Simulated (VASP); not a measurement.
InSbO4:

```
CELL_PARAMETERS angstrom
4.59451 0.00000 0.00000
-2.29726 3.97897 0.00000
0.00000 0.00000 5.50464
ATOMIC_POSITIONS crystal
In 0.00000 0.00000 0.50000
Sb 0.00000 0.00000 0.00000
O 0.33333 0.66667 0.50000
O 0.66667 0.33333 0.50000
O 0.33333 0.66667 0.00000
O 0.66667 0.33333 0.00000
```

The cell was built from a structure type or drawn by symmetry, and may not be a known phase.

- Program: VASP 6.6.1
- Task: relaxation of cell and atoms
- Functional: PBE
- Potentials or basis: VASP PAW PBE potentials, release 64 (In_d, Sb, O)
- Cutoff: 600 eV
- k mesh: 6 × 6 × 4
- Occupations: gaussian, width 0.1 eV
- Spin: no spin polarisation

At the start: pressure -15.4 GPa; volume 16.77 Å³/atom.

Question: Where does the relaxation end?

Answer: Over 9 steps the energy falls by 695.3 meV/atom and the volume is 14.75 Å³/atom (-12.1 %); space group P6/mmm (No. 191, to 0.1 Å) before and after.

The path:
```tsv
step	energy change (eV)	largest force (eV/Å)	pressure (GPa)	volume (Å³)
1	0.0000	0.0000	-15.36	100.63
2	-2.7998	0.0000	-2.36	78.58
3	-3.0818	0.0000	8.90	72.43
4	-3.5392	0.0000	18.98	73.30
5	-3.5749	0.0000	16.06	73.21
6	-4.1124	0.0000	-0.41	84.91
7	-4.1165	0.0000	-2.01	86.74
8	-4.1698	0.0000	-0.27	88.17
9	-4.1718	0.0000	0.19	88.51
```

Final structure:
```
CELL_PARAMETERS angstrom
3.86661 0.00000 0.00000
-1.93330 3.34858 0.00000
0.00000 0.00000 6.83567
ATOMIC_POSITIONS crystal
In 0.00000 0.00000 0.50000
Sb 0.00000 0.00000 0.00000
O 0.33333 0.66667 0.50000
O 0.66667 0.33333 0.50000
O 0.33333 0.66667 0.00000
O 0.66667 0.33333 0.00000
```

Caveat: a cell axis changed by over 15 % at a fixed basis, so the end point is rough.
